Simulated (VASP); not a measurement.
# FeO (Wuestite) (Fm-3m) in VASP: a series of runs

FeO (Wuestite) is run at these levels: PBE+U; tasks: single point.

Program: VASP 6.6.1. These are calculated values, not measurements. Logs are shortened: lines on timing, memory, paths and dates and some standing lists are left out, and cuts for length are marked.

## Step 1: The cell of the first run

The structure is cubic, space group Fm-3m (No. 225). Conventional cell: a = 4.311 Å, b = 4.311 Å, c = 4.311 Å, α = 90.00°, β = 90.00°, γ = 90.00°. Within 2.9 Å of Fe (site symmetry m-3m) lie 6 O at 2.16 Å. O (site symmetry m-3m) has 6 Fe at 2.16 Å within 2.9 Å.

## Step 2: Single point, PBE+U, collinear spin, ferromagnetic start

INCAR

```
SYSTEM = FeO
PREC = Accurate ; ENCUT = 520
EDIFF = 1E-6 ; ISMEAR = 0
SIGMA = 0.05 ; LREAL = .False.
LASPH = .True. ; NELM = 150
ALGO = Normal ; ISIF = 2
LWAVE = .False. ; LCHARG = .False.
ISPIN = 2 ; MAGMOM = 4 0
LORBIT = 11 ; LMAXMIX = 4
LDAU = .True. ; LDAUTYPE = 2
LDAUL = 2 -1 ; LDAUU = 4 0
LDAUJ = 0 0 ; LDAUPRINT = 1
GGA = PE ; NBANDS = 18
```

KPOINTS

```
regular mesh
0
Gamma
  6 6 6
  0 0 0
```

POSCAR

```
FeO
1.0
    0.0000000000      2.1554000000      2.1554000000
    2.1554000000      0.0000000000      2.1554000000
    2.1554000000      2.1554000000      0.0000000000
Fe O
1 1
Direct
    0.0000000000      0.0000000000      0.0000000000
    0.5000000000      0.5000000000      0.5000000000
```

Potentials or basis: VASP PAW PBE potentials, release 64 (Fe, O).

Started as:

```
$ cat potpaw_PBE.64/Fe/POTCAR potpaw_PBE.64/O/POTCAR > POTCAR
$ mpirun -np 1 vasp_std > vasp.out
```

OUTCAR:

```text
SYSTEM = FeO
   PREC = Accurate
   ENCUT = 520
   EDIFF = 1E-6
   ISMEAR = 0
   LREAL = .False.
   LASPH = .True.
   NELM = 150
   ISIF = 2
   ISPIN = 2
   LORBIT = 11
   GGA = PE

 ion  position               nearest neighbor table
   1  0.000  0.000  0.000-   2 2.16   2 2.16   2 2.16   2 2.16   2 2.16   2 2.16
   2  0.500  0.500  0.500-   1 2.16   1 2.16   1 2.16   1 2.16   1 2.16   1 2.16

  LATTYP: Found a face centered cubic cell.
 ALAT       =     4.3108000000

  Lattice vectors:

 A1 = (   0.0000000000,   2.1554000000,   2.1554000000)
 A2 = (   2.1554000000,   0.0000000000,   2.1554000000)
 A3 = (   2.1554000000,   2.1554000000,   0.0000000000)

Analysis of symmetry for initial positions (statically):
=====================================================================
 Subroutine PRICEL returns:
 Original cell was already a primitive cell.

 Routine SETGRP: Setting up the symmetry group for a
 face centered cubic supercell.

 Subroutine GETGRP returns: Found 48 space group operations
 (whereof 48 operations were pure point group operations)
 out of a pool of 48 trial point group operations.

The static configuration has the point symmetry O_h .

Analysis of symmetry for dynamics (positions and initial velocities):
=====================================================================
 Subroutine PRICEL returns:
 Original cell was already a primitive cell.

 Routine SETGRP: Setting up the symmetry group for a
 face centered cubic supercell.

 Subroutine GETGRP returns: Found 48 space group operations
 (whereof 48 operations were pure point group operations)
 out of a pool of 48 trial point group operations.

The dynamic configuration has the point symmetry O_h .

Analysis of structural, dynamic, and magnetic symmetry:
=====================================================================
 Subroutine PRICEL returns:
 Original cell was already a primitive cell.

 Routine SETGRP: Setting up the symmetry group for a
 face centered cubic supercell.

 Subroutine GETGRP returns: Found 48 space group operations
 (whereof 48 operations were pure point group operations)
 out of a pool of 48 trial point group operations.

The overall configuration has the point symmetry O_h .

 Subroutine INISYM returns: Found 48 space group operations
 (whereof 48 operations are pure point group operations),
 and found     1 'primitive' translations

----------------------------------------------------------------------------------------

                                     Primitive cell

  volume of cell :      20.0269

  direct lattice vectors                    reciprocal lattice vectors
     0.000000000  2.155400000  2.155400000    -0.231975503  0.231975503  0.231975503
     2.155400000  0.000000000  2.155400000     0.231975503 -0.231975503  0.231975503
     2.155400000  2.155400000  0.000000000     0.231975503  0.231975503 -0.231975503

  length of vectors
     3.048195912  3.048195912  3.048195912     0.401793358  0.401793358  0.401793358

  position of ions in fractional coordinates (direct lattice)
     0.000000000  0.000000000  0.000000000
     0.500000000  0.500000000  0.500000000

  ion indices of the primitive-cell ions
   primitive index   ion index
                 1           1
                 2           2

----------------------------------------------------------------------------------------

 KPOINTS: regular mesh

Automatic generation of k-mesh.
 Grid dimensions read from file:
 generate k-points for:    6    6    6

 Generating k-lattice:

  Cartesian coordinates                     Fractional coordinates (reciprocal lattice)
    -0.038662584  0.038662584  0.038662584     0.166666667  0.000000000  0.000000000
[... 65 lines left out ...]
   ISMEAR =     0;   SIGMA  =   0.05  broadening in eV -4-tet -1-fermi 0-gaus
   EFERMI_NEDOS =   21; number of points for ismear=-14 and -15
   IALGO  =     38    algorithm
   IMIX   =      4    mixing-type and parameters
     AMIX     =   0.40;   BMIX     =  1.00
     AMIX_MAG =   1.60;   BMIX_MAG =  1.00
  volume/ion in A,a.u.               =      10.01        67.57
  Fermi-wavevector in a.u.,A,eV,Ry     =   1.452935  2.745650 28.722187  2.111021
  Thomas-Fermi vector in A             =   2.570260
   LORBIT       =     11    0 simple, 1 ext, 2 COOP (PROOUT), +10 PAW based schemes
 LDA+U is selected, type is set to LDAUTYPE =  2
   angular momentum for each species LDAUL =     2   -1
   U (eV)           for each species LDAUU =   4.0  0.0
   J (eV)           for each species LDAUJ =   0.0  0.0
   GGA     = PE    functional components
   LHFCALC =     F    Hartree Fock is set to
   AEXX    =    0.0000 exact exchange contribution
   IVDW    =     0    specifies the selected vdW correction
   LEPSILON=     F    determine dielectric tensor
   LRPA    =     F    only Hartree local field effects (RPA)
 spin polarized calculation
 Gauss-broadening in eV      SIGMA  =   0.05
  energy-cutoff  :      520.00
  volume of cell :       20.03
 maximum number of plane-waves:       548
 NGX is ok and might be reduce to    24

atom =   1  type =  1  l = 2

 onsite density matrix

spin component  1

  0.9677 -0.0000 -0.0000  0.0000 -0.0000
 -0.0000  0.9677 -0.0000 -0.0000 -0.0000
 -0.0000 -0.0000  1.0152  0.0000 -0.0000
  0.0000 -0.0000  0.0000  0.9677 -0.0000
 -0.0000 -0.0000 -0.0000 -0.0000  1.0152

spin component  2

  0.3132  0.0000 -0.0000 -0.0000  0.0000
  0.0000  0.3132 -0.0000 -0.0000  0.0000
 -0.0000 -0.0000  0.1112  0.0000 -0.0000
 -0.0000 -0.0000  0.0000  0.3132  0.0000
  0.0000  0.0000 -0.0000  0.0000  0.1112

 occupancies and eigenvectors

  o =  0.1112  v =  0.0000  0.0000  0.0000  0.0000  0.0000  0.0000 -0.0000  0.0092 -0.0000  1.0000      0.0000  0.0000  0.0000  0.0000  0.0000  0.0000  0.0000  0.0000  0.0000  0.0000
  o =  0.1112  v =  0.0000  0.0000  0.0000  0.0000  0.0000  0.0000 -0.0000  1.0000 -0.0000 -0.0092      0.0000  0.0000  0.0000  0.0000  0.0000  0.0000  0.0000  0.0000  0.0000  0.0000
  o =  0.3132  v =  0.0000  0.0000  0.0000  0.0000  0.0000  0.0000  0.9792  0.0000 -0.2027  0.0000      0.0000  0.0000  0.0000  0.0000  0.0000  0.0000  0.0000  0.0000  0.0000  0.0000
  o =  0.3132  v =  0.0000  0.0000  0.0000  0.0000  0.0000  0.0000  0.2027  0.0000  0.9792  0.0000      0.0000  0.0000  0.0000  0.0000  0.0000  0.0000  0.0000  0.0000  0.0000  0.0000
  o =  0.3132  v =  0.0000  0.0000  0.0000  0.0000  0.0000  1.0000  0.0000  0.0000  0.0000  0.0000      0.0000  0.0000  0.0000  0.0000  0.0000  0.0000  0.0000  0.0000  0.0000  0.0000
  o =  0.9677  v =  0.0000 -0.9782  0.0000  0.2079 -0.0000  0.0000  0.0000  0.0000  0.0000  0.0000      0.0000  0.0000  0.0000  0.0000  0.0000  0.0000  0.0000  0.0000  0.0000  0.0000
  o =  0.9677  v =  0.0000 -0.2079 -0.0000 -0.9782 -0.0000  0.0000  0.0000  0.0000  0.0000  0.0000      0.0000  0.0000  0.0000  0.0000  0.0000  0.0000  0.0000  0.0000  0.0000  0.0000
  o =  0.9677  v =  1.0000  0.0000  0.0000  0.0000  0.0000  0.0000  0.0000  0.0000  0.0000  0.0000      0.0000  0.0000  0.0000  0.0000  0.0000  0.0000  0.0000  0.0000  0.0000  0.0000
  o =  1.0152  v =  0.0000  0.0000  0.0092  0.0000 -1.0000  0.0000  0.0000  0.0000  0.0000  0.0000      0.0000  0.0000  0.0000  0.0000  0.0000  0.0000  0.0000  0.0000  0.0000  0.0000
  o =  1.0152  v =  0.0000  0.0000  1.0000 -0.0000  0.0092  0.0000  0.0000  0.0000  0.0000  0.0000      0.0000  0.0000  0.0000  0.0000  0.0000  0.0000  0.0000  0.0000  0.0000  0.0000

 number of electron      13.9999999 magnetization       4.0092712

 Free energy of the ion-electron system (eV)
  ---------------------------------------------------
  ext. energy  EPLUGINS =         0.00000000
  ---------------------------------------------------
  free energy    TOTEN  =       -12.94881655 eV

  energy without entropy =      -12.94567999  energy(sigma->0) =      -12.94724827

 E-fermi :   6.7204     XC(G=0): -12.1519

 val. band max:        6.7085501673   @ k =  -0.3333   0.3333   0.1667
 cond. band min:       6.7594470011   @ k =  -0.3333   0.3333   0.1667
 fundamental gap:      0.0508968338
 Fermi energy:         6.7204311280

 spin component 1

 k-point     1 :       0.0000    0.0000    0.0000
  band No.  band energies     occupation
      1     -14.3045      1.00000
      2       0.2300      1.00000
      3       0.2300      1.00000
      4       0.3050      1.00000
      5       0.3050      1.00000
      6       0.3050      1.00000
[... 312 lines left out ...]
      4      -0.8115      1.00000
      5       1.0363      1.00000
      6       1.2657      1.00000
[... 10 lines left out ...]
     17      33.5132      0.00000
     18      35.8631      0.00000
 Fermi energy:         6.7204311280

 spin component 2

 k-point     1 :       0.0000    0.0000    0.0000
  band No.  band energies     occupation
      1     -13.9226      1.00000
      2       3.0418      1.00000
      3       3.0418      1.00000
      4       3.0418      1.00000
      5       5.9848      1.00000
      6       5.9852      1.00000
[... 313 lines left out ...]
      5       5.8433      1.00000
      6       7.1555      0.00000
[... 10 lines left out ...]
     17      36.0764      0.00000
     18      37.1442      0.00000

------------------------ aborting loop because EDIFF is reached ----------------------------------------

  FORCE on cell =-STRESS in cart. coord.  units (eV):
  Direction    XX          YY          ZZ          XY          YZ          ZX
  --------------------------------------------------------------------------------------
  -------------------------------------------------------------------------------------
  Total       -0.0167035     -0.0167035     -0.0167035      0.0000000      0.0000000      0.0000000
  in kB       -1.3362980     -1.3362980     -1.3362980      0.0000000      0.0000000      0.0000000
  external PRESSURE =      -1.3362980 kB  Pullay stress =       0.0000000 kB

 VOLUME and BASIS-vectors are now :
 -----------------------------------------------------------------------------
  energy-cutoff  :      520.00
  volume of cell :       20.03
      direct lattice vectors                 reciprocal lattice vectors
     0.000000000  2.155400000  2.155400000    -0.231975503  0.231975503  0.231975503
     2.155400000  0.000000000  2.155400000     0.231975503 -0.231975503  0.231975503
     2.155400000  2.155400000  0.000000000     0.231975503  0.231975503 -0.231975503

 POSITION                                       TOTAL-FORCE (eV/Angst)
 -----------------------------------------------------------------------------------
      0.00000      0.00000      0.00000        -0.000000     -0.000000      0.000000
      2.15540      2.15540      2.15540         0.000000      0.000000      0.000000
 -----------------------------------------------------------------------------------
    total drift:                                0.000000     -0.000000      0.000000

  FREE ENERGIE OF THE ION-ELECTRON SYSTEM (eV)
  ---------------------------------------------------
  free  energy   TOTEN  =       -12.9488165477 eV

  energy  without entropy=      -12.9456799888  energy(sigma->0) =      -12.94724827

 total charge

# of ion       s       p       d       tot
------------------------------------------
    1        0.294   0.367   6.073   6.734
    2        1.553   3.460   0.000   5.013
--------------------------------------------------
tot          1.848   3.826   6.073  11.747

 magnetization (x)

# of ion       s       p       d       tot
------------------------------------------
    1        0.028   0.020   3.767   3.815
    2        0.023   0.185   0.000   0.208
--------------------------------------------------
tot          0.051   0.205   3.767   4.023
```

Run time: 12 s. Hardware: 1 thread of AMD EPYC 7R13 (Zen 3), shared host; peak memory 0.12 GiB.

Results:

* Free energy: -12.9488 eV
* Pressure: -0.1 GPa
* Band gap on the k mesh: zero (filled and empty bands overlap)
* Net moment: 4.01 μB per cell
* Site moments: Fe +3.81; O +0.21 μB
* Valence electrons inside the program's atomic spheres: Fe 6.73; O 5.01

Eigenvalues of the final occupation matrices:
```tsv
site	spin	trace	eigenvalues
site 1 d	1	4.93	0.97 0.97 0.97 1.02 1.02
site 1 d	2	1.16	0.11 0.11 0.31 0.31 0.31
```

Caveat: the k points lie up to 0.42 Å⁻¹ apart; a cell with one magnetic atom can't hold antiferromagnetic order, which such compounds often take.

## Step 3: Single point, PBE+U, collinear spin, ferromagnetic start

This run uses another cell than the first one: it holds 4 atoms, not 2.

INCAR

```
PREC = Accurate
ENCUT = 520
EDIFF = 1E-6
ISMEAR = 0
SIGMA = 0.05
LREAL = F
LASPH = T
NELM = 150
ALGO = Normal
ISIF = 2
LWAVE = F
LCHARG = F
ISPIN = 2
MAGMOM = 4 4 0 0
LORBIT = 11
LMAXMIX = 4
LDAU = T
LDAUTYPE = 2
LDAUL = 2 -1
LDAUU = 4 0
LDAUJ = 0 0
LDAUPRINT = 1
GGA = PE
NBANDS = 26
```

KPOINTS

```
regular mesh
0
Gamma
  5 5 3
```

POSCAR

```
FeO
1.0
    0.0000000000      2.2025485819     -2.2025485819
    0.0000000000      2.2025485819      2.2025485819
    4.4050971638      0.0000000000      0.0000000000
Fe O
2 2
Direct
    0.0000000000      0.0000000000      0.0000000000
    0.5000000000      0.5000000000      0.5000000000
    0.0000000000      1.0000000000      0.5000000000
    0.5000000000      1.5000000000      1.0000000000
```

Potentials or basis: VASP PAW PBE potentials, release 64 (Fe, O).

Started as:

```
$ cat potpaw_PBE.64/Fe/POTCAR potpaw_PBE.64/O/POTCAR > POTCAR
$ mpirun -np 1 vasp_std > vasp.out
```

OUTCAR:

```text
PREC = Accurate
   ENCUT = 520
   EDIFF = 1E-6
   ISMEAR = 0
   LREAL = F
   LASPH = T
   NELM = 150
   ISIF = 2
   ISPIN = 2
   LORBIT = 11
   GGA = PE

 ion  position               nearest neighbor table
   1  0.000  0.000  0.000-   3 2.20   4 2.20   3 2.20   4 2.20   4 2.20   4 2.20   2 3.11   2 3.11
                             2 3.11   2 3.11   2 3.11   2 3.11   2 3.11   2 3.11
   2  0.500  0.500  0.500-   3 2.20   4 2.20   4 2.20   3 2.20   3 2.20   3 2.20   1 3.11   1 3.11
                             1 3.11   1 3.11   1 3.11   1 3.11   1 3.11   1 3.11
   3  0.000  0.000  0.500-   1 2.20   2 2.20   1 2.20   2 2.20   2 2.20   2 2.20
   4  0.500  0.500  0.000-   1 2.20   2 2.20   2 2.20   1 2.20   1 2.20   1 2.20

  LATTYP: Found a simple tetragonal cell.
 ALAT       =     3.1148740763
 C/A-ratio  =     1.4142135624

  Lattice vectors:

 A1 = (   0.0000000000,   2.2025485819,  -2.2025485819)
 A2 = (   0.0000000000,   2.2025485819,   2.2025485819)
 A3 = (   4.4050971638,   0.0000000000,   0.0000000000)

[... 985 lines left out ...]

  FORCE on cell =-STRESS in cart. coord.  units (eV):
  Direction    XX          YY          ZZ          XY          YZ          ZX
  --------------------------------------------------------------------------------------
  -------------------------------------------------------------------------------------
  Total       -2.5418387     -2.8184249     -2.8184249      0.0000000      0.0000000     -0.0000000
  in kB      -95.2844622   -105.6526925   -105.6526925      0.0000000      0.0000000     -0.0000000
  external PRESSURE =    -102.1966158 kB  Pullay stress =       0.0000000 kB

 VOLUME and BASIS-vectors are now :
 -----------------------------------------------------------------------------
  energy-cutoff  :      520.00
  volume of cell :       42.74
      direct lattice vectors                 reciprocal lattice vectors
     0.000000000  2.202548582 -2.202548582     0.000000000  0.227009749 -0.227009749
     0.000000000  2.202548582  2.202548582     0.000000000  0.227009749  0.227009749
     4.405097164  0.000000000  0.000000000     0.227009749  0.000000000  0.000000000

 POSITION                                       TOTAL-FORCE (eV/Angst)
 -----------------------------------------------------------------------------------
      0.00000      0.00000      0.00000        -0.000000     -0.000000      0.000000
      2.20255      2.20255      0.00000        -0.000000      0.000000     -0.000000
      2.20255      0.00000      0.00000        -0.000000      0.000000      0.000000
      0.00000      2.20255      0.00000         0.000000     -0.000000     -0.000000
 -----------------------------------------------------------------------------------
    total drift:                               -0.000000     -0.000000     -0.000000

  FREE ENERGIE OF THE ION-ELECTRON SYSTEM (eV)
  ---------------------------------------------------
  free  energy   TOTEN  =       -25.8177747615 eV

  energy  without entropy=      -25.8099113489  energy(sigma->0) =      -25.81384306

 total charge

# of ion       s       p       d       tot
------------------------------------------
    1        0.279   0.326   6.025   6.629
    2        0.279   0.326   6.025   6.629
    3        1.554   3.425   0.000   4.979
    4        1.554   3.425   0.000   4.979
--------------------------------------------------
tot          3.666   7.502  12.049  23.217

 magnetization (x)

# of ion       s       p       d       tot
------------------------------------------
    1        0.029   0.019   3.775   3.823
    2        0.029   0.019   3.775   3.823
    3        0.021   0.174   0.000   0.195
    4        0.021   0.174   0.000   0.195
--------------------------------------------------
tot          0.100   0.385   7.551   8.036
```

OSZICAR:

```text
N       E                     dE             d eps       ncg     rms          rms(c)
DAV:   1     0.247315916333E+03    0.24732E+03   -0.13391E+04  1280   0.129E+03
DAV:   2    -0.199320910149E+01   -0.24931E+03   -0.22208E+03  1258   0.307E+02
[... 15 lines left out ...]
DAV:  18    -0.258178859732E+02    0.12414E-03   -0.96620E-05  1442   0.143E-01    0.706E-02
DAV:  19    -0.258177469847E+02    0.13899E-03   -0.89299E-05  1708   0.104E-01    0.173E-02
DAV:  20    -0.258177833762E+02   -0.36392E-04   -0.14804E-05  1430   0.468E-02    0.177E-02
DAV:  21    -0.258177791628E+02    0.42135E-05   -0.27722E-06  1280   0.184E-02    0.121E-02
DAV:  22    -0.258177745438E+02    0.46190E-05   -0.52294E-06  1214   0.265E-02    0.689E-03
DAV:  23    -0.258177747615E+02   -0.21770E-06   -0.12364E-06  1036   0.148E-02
   1 F= -.25817775E+02 E0= -.25813843E+02  d E =-.786341E-02  mag=     8.0267
```

stdout:

```text
POSCAR found type information on POSCAR FeO
 POSCAR found :  2 types and       4 ions
 scaLAPACK will be used
 LDA part: xc-table for (Slater+PW92), standard interpolation
 POSCAR, INCAR and KPOINTS ok, starting setup
 FFT: planning ... GRIDC
 FFT: planning ... GRID_SOFT
 FFT: planning ... GRID
 WAVECAR not read
 entering main loop
```

Run time: 36 s. Hardware: 1 thread of AMD EPYC 7R13 (Zen 3), shared host; peak memory 0.14 GiB.

Results:

* Free energy: -25.8178 eV
* Pressure: -10.2 GPa
* Band gap on the k mesh: zero (filled and empty bands overlap)
* Net moment: 8.03 μB per cell
* Site moments: Fe +3.82; O +0.20 μB
* Valence electrons inside the program's atomic spheres: Fe 6.63; O 4.98

Stress tensor (GPa, compression positive):
```
 -9.53   0.00   0.00
  0.00 -10.57   0.00
  0.00   0.00 -10.57
```

Levels at points of the mesh, in eV from the Fermi level:
Spin up:
| k point | band 14 | band 15 | band 16 | band 17 | band 18 | band 19 | band 20 | band 21 | band 22 | band 23 |
| --- | --- | --- | --- | --- | --- | --- | --- | --- | --- | --- |
| (0.00, 0.00, 0.00) | -4.94 | -4.94 | -3.83 | -3.82 | -3.82 | -0.68 | 4.24 | 7.98 | 8.96 | 13.51 |
Spin down:
| k point | band 6 | band 7 | band 8 | band 9 | band 10 | band 11 | band 12 | band 13 | band 14 | band 15 |
| --- | --- | --- | --- | --- | --- | --- | --- | --- | --- | --- |
| (0.00, 0.00, 0.00) | -3.46 | -3.45 | -3.45 | -2.03 | -0.77 | -0.60 | -0.60 | 0.03 | 0.73 | 0.73 |

Eigenvalues of the final occupation matrices:
```
    site  spin  trace               eigenvalues
site 1 d     1   4.91  0.97 0.97 0.97 1.01 1.01
site 1 d     2   1.13  0.10 0.10 0.30 0.30 0.34
site 2 d     1   4.91  0.97 0.97 0.97 1.01 1.01
site 2 d     2   1.13  0.10 0.10 0.30 0.30 0.34
```

Caveat: the k points lie up to 0.48 Å⁻¹ apart; only a ferromagnetic start was run, and an antiferromagnetic order may lie lower in energy. The state reached can hang on the start; a lower one may exist.
